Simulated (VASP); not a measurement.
# SnO (P6_3mc) in VASP: a series of runs

SnO is run at these levels: r2SCAN; tasks: single point.

Program: VASP 6.6.1. These are calculated values, not measurements. Logs are shortened: lines on timing, memory, paths and dates and some standing lists are left out, and cuts for length are marked.

## (1) The cell of the first run

The structure is hexagonal, space group P6_3mc (No. 186). Conventional cell: a = 3.339 Å, b = 3.339 Å, c = 5.456 Å, α = 90.00°, β = 90.00°, γ = 120.00°. Sn (site symmetry 3m) has 4 O at 2.01 to 2.06 Å within 2.7 Å. Within 2.7 Å of O (site symmetry 3m) lie 4 Sn at 2.01 to 2.06 Å.

## (2) Single point, r2SCAN

POSCAR

```
SnO
1.0
    3.3392919421      0.0000000000      0.0000000000
   -1.6696459711      2.8919116525      0.0000000000
    0.0000000000      0.0000000000      5.4556313777
Sn O
2 2
Direct
    0.0000000000      0.0000000000      0.0033049932
    0.3333333333      0.6666666667      0.5033027443
    0.0000000000      0.0000000000      0.3716976593
    0.3333333333      0.6666666667      0.8716956031
```

INCAR.step1

```
PREC = Accurate
ENCUT = 520
ISMEAR = 0
SIGMA = 0.1
LREAL = F
LASPH = T
NELM = 60
NBANDS = 28
GGA = PE
ALGO = Normal
EDIFF = 1E-4
LWAVE = T
LCHARG = F
```

INCAR.step2

```
PREC = Accurate
ENCUT = 520
EDIFF = 1E-7
ISMEAR = 0
SIGMA = 0.1
LREAL = F
LASPH = T
NELM = 60
ALGO = Normal
ISIF = 2
LWAVE = F
LCHARG = T
METAGGA = R2SCAN
LMIXTAU = T
LELF = T
LVHAR = T
NBANDS = 28
ISTART = 1
```

KPOINTS

```
regular mesh
0
Gamma
  6 6 4
```

Potentials or basis: VASP PAW PBE potentials, release 64 (Sn_d, O).

On the command line:

```console
$ cat potpaw_PBE.64/Sn_d/POTCAR potpaw_PBE.64/O/POTCAR > POTCAR
$ cp INCAR.step1 INCAR
$ mpirun -np 1 vasp_std > vasp.out
$ cp INCAR.step2 INCAR
$ mpirun -np 1 vasp_std > vasp.out
```

OUTCAR:

```text
PREC = Accurate
   ENCUT = 520
   EDIFF = 1E-7
   ISMEAR = 0
   LREAL = F
   LASPH = T
   NELM = 60
   ISIF = 2
   METAGGA = R2SCAN
   ISTART = 1

 ion  position               nearest neighbor table
   1  0.000  0.000  0.003-   3 2.01   4 2.06   4 2.06   4 2.06   2 3.34   2 3.34   2 3.34   2 3.34
                             2 3.34   2 3.34
   2  0.333  0.667  0.503-   4 2.01   3 2.06   3 2.06   3 2.06   1 3.34   1 3.34   1 3.34   1 3.34
                             1 3.34   1 3.34
   3  0.000  0.000  0.372-   1 2.01   2 2.06   2 2.06   2 2.06
   4  0.333  0.667  0.872-   2 2.01   1 2.06   1 2.06   1 2.06

  LATTYP: Found a hexagonal cell.
 ALAT       =     3.3392919421
 C/A-ratio  =     1.6337689164

  Lattice vectors:

 A1 = (   3.3392919421,   0.0000000000,   0.0000000000)
 A2 = (  -1.6696459711,   2.8919116525,   0.0000000000)
 A3 = (   0.0000000000,   0.0000000000,   5.4556313777)

Analysis of symmetry for initial positions (statically):
=====================================================================
 Subroutine PRICEL returns:
 Original cell was already a primitive cell.

 Routine SETGRP: Setting up the symmetry group for a
 hexagonal supercell.

 Subroutine GETGRP returns: Found 12 space group operations
 (whereof  6 operations were pure point group operations)
 out of a pool of 24 trial point group operations.

The static configuration has the point symmetry C_3v.
 The point group associated with its full space group is C_6v.

Analysis of symmetry for dynamics (positions and initial velocities):
=====================================================================
 Subroutine PRICEL returns:
 Original cell was already a primitive cell.

 Routine SETGRP: Setting up the symmetry group for a
 hexagonal supercell.

 Subroutine GETGRP returns: Found 12 space group operations
 (whereof  6 operations were pure point group operations)
 out of a pool of 24 trial point group operations.

The dynamic configuration has the point symmetry C_3v.
 The point group associated with its full space group is C_6v.

 Subroutine INISYM returns: Found 12 space group operations
 (whereof  6 operations are pure point group operations),
 and found     1 'primitive' translations

----------------------------------------------------------------------------------------

                                     Primitive cell

[... 88 lines left out ...]
   ENCUT  =  520.0 eV  38.22 Ry    6.18 a.u.   6.21  6.21 10.14*2*pi/ulx,y,z
   NELM   =     60;   NELMIN=  2; NELMDL=  0     # of ELM steps
   EDIFF  = 0.1E-06   stopping-criterion for ELM
   LREAL  =      F    real-space projection
   EDIFFG = 0.1E-05   stopping-criterion for IOM
   NSW    =      0    number of steps for IOM
   IBRION =     -1    ionic relax: 0-MD 1-quasi-New 2-CG
   NFREE  =      0    steps in history (QN), initial steepest desc. (CG)
   ISIF   =      2    stress and relaxation
   ISYM   =      2    0-nonsym 1-usesym 2-fastsym
   POTIM  = 0.5000    time-step for ionic-motion
   TEBEG  =    0.0;   TEEND  =   0.0 temperature during run
   PSTRESS=    0.0 pullay stress
   NELECT =      40.0000    total number of electrons
   NUPDOWN=      -1.0000    fix difference up-down
   EMIN   =  10.00;   EMAX   =-10.00  energy-range for DOS
   EFERMI =   0.00;   METHOD = LEGACY
   ISMEAR =     0;   SIGMA  =   0.10  broadening in eV -4-tet -1-fermi 0-gaus
   EFERMI_NEDOS =   21; number of points for ismear=-14 and -15
   IALGO  =     38    algorithm
   IMIX   =      4    mixing-type and parameters
     AMIX     =   0.40;   BMIX     =  1.00
     AMIX_MAG =   1.60;   BMIX_MAG =  1.00
  volume/ion in A,a.u.               =      13.17        88.88
  Fermi-wavevector in a.u.,A,eV,Ry     =   1.493482  2.822272 30.347642  2.230489
  Thomas-Fermi vector in A             =   2.605877
   LORBIT       =      0    0 simple, 1 ext, 2 COOP (PROOUT), +10 PAW based schemes
   METAGGA = R2SCAN    functional components
   LHFCALC =     F    Hartree Fock is set to
   AEXX    =    0.0000 exact exchange contribution
   IVDW    =     0    specifies the selected vdW correction
   LEPSILON=     F    determine dielectric tensor
   LRPA    =     F    only Hartree local field effects (RPA)
 non-spin polarized calculation
 Gauss-broadening in eV      SIGMA  =   0.10
  energy-cutoff  :      520.00
  volume of cell :       52.68
 maximum number of plane-waves:      1448
 NGX is ok and might be reduce to    28
   NGX = 13   NGY = 13   NGZ = 21

 number of electron      40.0000004 magnetization

 Free energy of the ion-electron system (eV)
  ---------------------------------------------------
  ext. energy  EPLUGINS =         0.00000000
  ---------------------------------------------------
  free energy    TOTEN  =       -60.46833842 eV

  energy without entropy =      -60.46115877  energy(sigma->0) =      -60.46474860

 E-fermi :  12.5304     XC(G=0): -12.7513

 val. band max:       12.5081980150   @ k =   0.3333   0.3333   0.0000
 cond. band min:      12.6752929636   @ k =   0.3333   0.3333   0.2500
 fundamental gap:      0.1670949486
 Fermi energy:        12.5303964429

 k-point     1 :       0.0000    0.0000    0.0000
  band No.  band energies     occupation
      1     -13.2765      2.00000
      2     -12.5946      2.00000
      3     -11.7510      2.00000
      4     -11.6762      2.00000
      5     -11.6762      2.00000
      6     -11.6055      2.00000
[... 640 lines left out ...]
     27      21.0377      0.00000
     28      21.0378      0.00000

------------------------ aborting loop because EDIFF is reached ----------------------------------------

  FORCE on cell =-STRESS in cart. coord.  units (eV):
  Direction    XX          YY          ZZ          XY          YZ          ZX
  --------------------------------------------------------------------------------------
  -------------------------------------------------------------------------------------
  Total       18.0876892     18.0876892     26.0753970     -0.0000000     -0.0000000      0.0000000
  in kB      550.0589562    550.0589562    792.9705953     -0.0000000     -0.0000000      0.0000000
  external PRESSURE =     631.0295026 kB  Pullay stress =       0.0000000 kB

 VOLUME and BASIS-vectors are now :
 -----------------------------------------------------------------------------
  energy-cutoff  :      520.00
  volume of cell :       52.68
      direct lattice vectors                 reciprocal lattice vectors
     3.339291942  0.000000000  0.000000000     0.299464682  0.172896015  0.000000000
    -1.669645971  2.891911653  0.000000000     0.000000000  0.345792030  0.000000000
     0.000000000  0.000000000  5.455631378     0.000000000  0.000000000  0.183296842

 POSITION                                       TOTAL-FORCE (eV/Angst)
 -----------------------------------------------------------------------------------
      0.00000      0.00000      0.01803        -0.000000     -0.000000      0.184262
     -0.00000      1.92794      2.74583         0.000000      0.000000      0.184262
      0.00000      0.00000      2.02785        -0.000000     -0.000000     -0.184262
     -0.00000      1.92794      4.75565        -0.000000      0.000000     -0.184262
 -----------------------------------------------------------------------------------
    total drift:                               -0.000000      0.000000      0.023441

  FREE ENERGIE OF THE ION-ELECTRON SYSTEM (eV)
  ---------------------------------------------------
  free  energy   TOTEN  =       -60.4683384245 eV

  energy  without entropy=      -60.4611587722  energy(sigma->0) =      -60.46474860
```

It took 1.8 min on 1 thread of Intel Xeon Platinum 8488C (Sapphire Rapids), shared host; peak memory 0.19 GiB.

Results:

- Free energy: -60.4683 eV
- Pressure: 63.1 GPa
- Largest force: 0.184 eV/Å
- Band gap on the k mesh: zero (band 20 reaches 12.51 eV, above the bottom of band 21 at 12.47 eV)

Forces on the atoms (eV/Å):
```
Sn   0.000  0.000  0.184
Sn   0.000  0.000  0.184
O    0.000  0.000 -0.184
O    0.000  0.000 -0.184
```

Caveat: the k points lie up to 0.36 Å⁻¹ apart; the PAW data sets were made with another functional, which shifts forces and pressure a little; spin-orbit coupling is left out, which moves the levels of the heavy elements.

## (3) Single point, r2SCAN

This run uses another cell than the first one, of 21.71 Å³/atom, 1.648 times its volume.

POSCAR

```
SnO
1.0
    3.2990304297      0.0000000000      0.0000000000
   -1.6495152149      2.8570441600      0.0000000000
    0.0000000000      0.0000000000      9.2125759088
Sn O
2 2
Direct
    0.0000000000      0.0000000000     -0.0066090104
    0.3333333333      0.6666666667      0.4933909896
    0.0000000000      0.0000000000      0.3816095103
    0.3333333333      0.6666666667      0.8816095103
```

INCAR.step1

```
ALGO     = Normal         # electronic algorithm
EDIFF    = 1E-4           # SCF threshold, eV
ENCUT    = 520            # plane-wave cutoff, eV
GGA      = PE             # functional
ISMEAR   = 0              # smearing method
LASPH    = T              # aspherical terms in the spheres
LCHARG   = F              # write CHGCAR
LREAL    = F              # projectors in reciprocal space
LWAVE    = T              # write WAVECAR
NBANDS   = 28             # bands
NELM     = 80             # most SCF steps
PREC     = Accurate       # precision mode
SIGMA    = 0.02           # smearing width, eV
```

INCAR.step2

```
ALGO     = Normal         # electronic algorithm
EDIFF    = 1E-6           # SCF threshold, eV
ENCUT    = 520            # plane-wave cutoff, eV
ISIF     = 2              # what is computed and relaxed
ISMEAR   = 0              # smearing method
ISTART   = 1            
LASPH    = T              # aspherical terms in the spheres
LCHARG   = F              # write CHGCAR
LMIXTAU  = T            
LREAL    = F              # projectors in reciprocal space
LWAVE    = F              # write WAVECAR
METAGGA  = R2SCAN         # meta-GGA
NBANDS   = 28             # bands
NELM     = 80             # most SCF steps
PREC     = Accurate       # precision mode
SIGMA    = 0.02           # smearing width, eV
```

KPOINTS

```
k-points
0
Gamma
  12 12 4
```

Potentials or basis: VASP PAW PBE potentials, release 64 (Sn_d, O).

On the command line:

```console
$ cat potpaw_PBE.64/Sn_d/POTCAR potpaw_PBE.64/O/POTCAR > POTCAR
$ cp INCAR.step1 INCAR
$ mpirun -np 1 vasp_std > vasp.out
$ cp INCAR.step2 INCAR
$ mpirun -np 1 vasp_std > vasp.out
```

OUTCAR:

```text
EDIFF = 1E-6
   ENCUT = 520
   ISIF = 2
   ISMEAR = 0
   ISTART = 1
   LASPH = T
   LREAL = F
   METAGGA = R2SCAN
   NELM = 80
   PREC = Accurate

 ion  position               nearest neighbor table
   1  0.000  0.000  0.993-   4 2.17   4 2.17   4 2.17
   2  0.333  0.667  0.493-   3 2.17   3 2.17   3 2.17
   3  0.000  0.000  0.382-   2 2.17   2 2.17   2 2.17
   4  0.333  0.667  0.882-   1 2.17   1 2.17   1 2.17

  LATTYP: Found a hexagonal cell.
 ALAT       =     3.2990304297
 C/A-ratio  =     2.7925101345
[... 936 lines left out ...]
     27      12.4076      0.00000
     28      13.3128      0.00000

 [... further k-points ...]
[... 5 lines left out ...]
  --------------------------------------------------------------------------------------
  -------------------------------------------------------------------------------------
  Total        0.2719123      0.2719123      0.1417935     -0.0000000      0.0000000      0.0000000
  in kB        5.0171262      5.0171262      2.6162695     -0.0000000      0.0000000      0.0000000
  external PRESSURE =       4.2168407 kB  Pullay stress =       0.0000000 kB

 VOLUME and BASIS-vectors are now :
 -----------------------------------------------------------------------------
  energy-cutoff  :      520.00
  volume of cell :       86.83
      direct lattice vectors                 reciprocal lattice vectors
     3.299030430  0.000000000  0.000000000     0.303119362  0.175006045  0.000000000
    -1.649515215  2.857044160  0.000000000     0.000000000  0.350012091  0.000000000
     0.000000000  0.000000000  9.212575909     0.000000000  0.000000000  0.108547274

 POSITION                                       TOTAL-FORCE (eV/Angst)
 -----------------------------------------------------------------------------------
      0.00000      0.00000      9.15169        -0.000000      0.000000      0.104282
     -0.00000      1.90470      4.54540         0.000000     -0.000000      0.104282
      0.00000      0.00000      3.51561        -0.000000      0.000000     -0.104282
     -0.00000      1.90470      8.12189         0.000000      0.000000     -0.104282
 -----------------------------------------------------------------------------------
    total drift:                                0.000000     -0.000000     -0.003159

  FREE ENERGIE OF THE ION-ELECTRON SYSTEM (eV)
  ---------------------------------------------------
  free  energy   TOTEN  =       -65.3500419592 eV

  energy  without entropy=      -65.3500419592  energy(sigma->0) =      -65.35004196
```

Run time: 5.1 min. Hardware: 1 thread of Intel Xeon Platinum 8488C (Sapphire Rapids), shared host; peak memory 0.31 GiB.

What came out:

- Free energy: -65.3500 eV
- Pressure: 0.4 GPa
- Largest force: 0.104 eV/Å
- Band gap on the k mesh: 1.60 eV, indirect (least direct gap 1.87 eV)

Forces in eV/Å, atoms in the order of the input:
```
Sn   0.000  0.000  0.104
Sn   0.000  0.000  0.104
O    0.000  0.000 -0.104
O    0.000  0.000 -0.104
```

Levels at points of the mesh, in eV from the valence-band top:
```
           k point  band 17  band 18  band 19  band 20  band 21  band 22  band 23  band 24
(0.00, 0.00, 0.00)    -2.87    -2.87    -2.31    -1.11     1.65     3.06     7.97     9.14
(0.50, 0.00, 0.00)    -3.71    -3.67    -0.80    -0.27     1.60     1.79     5.87     6.68
(0.00, 0.00, 0.50)    -2.88    -2.88    -1.76    -1.76     2.36     2.36     9.19     9.19
(0.50, 0.00, 0.50)    -3.69    -3.69    -0.59    -0.59     1.77     1.77     6.21     6.21
```

Caveat: the PAW data sets were made with another functional, which shifts forces and pressure a little; spin-orbit coupling is left out, which moves the levels of the heavy elements.
